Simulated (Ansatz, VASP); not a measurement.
## Two plane-wave programs on AlP

```
P Al
1.0
     3.89390    0.00000    0.00000
    -1.94695    3.37221    0.00000
     0.00000    0.00000   25.33290
P Al
4 4
Cartesian
  0.0000 0.0000 7.5935
  0.0000 2.2481 10.7146
  1.9469 1.1241 13.8925
  0.0000 0.0000 17.1001
  0.0000 2.2481 8.2258
  1.9469 1.1241 11.4337
  0.0000 0.0000 14.6223
  0.0000 2.2481 17.7491
```

Alike in both runs: functional PBE; k mesh 9 × 9 × 1; occupations gaussian, width 0.05 eV; no spin polarisation.

Ansatz relaxed the structure, and its values are those at the end. VASP's run is a single point on that final structure, the one shown.

|  | VASP | Ansatz |
| --- | --- | --- |
| version | VASP 6.6.1 | Ansatz 0.2.0 |
| potentials or method | VASP PAW PBE potentials, release 64 (P, Al), cutoff 520 eV | scalar-relativistic, plane waves, PAW |
| valence electrons in the cell | 32 | 32 |

|  | VASP | Ansatz | Ansatz less VASP |
| --- | --- | --- | --- |
| gap on the k mesh at the Fermi level (eV) | none | none | - |
| rms of the force components (eV/Å) | 0.004 | 0.002 | -0.0022 |

A gap of «none» marks a metal or a gap that the smearing closes. The functional is the same, so the differences come from potentials, cutoffs and numerics. Ansatz's warnings: xc potential rough in thin density.
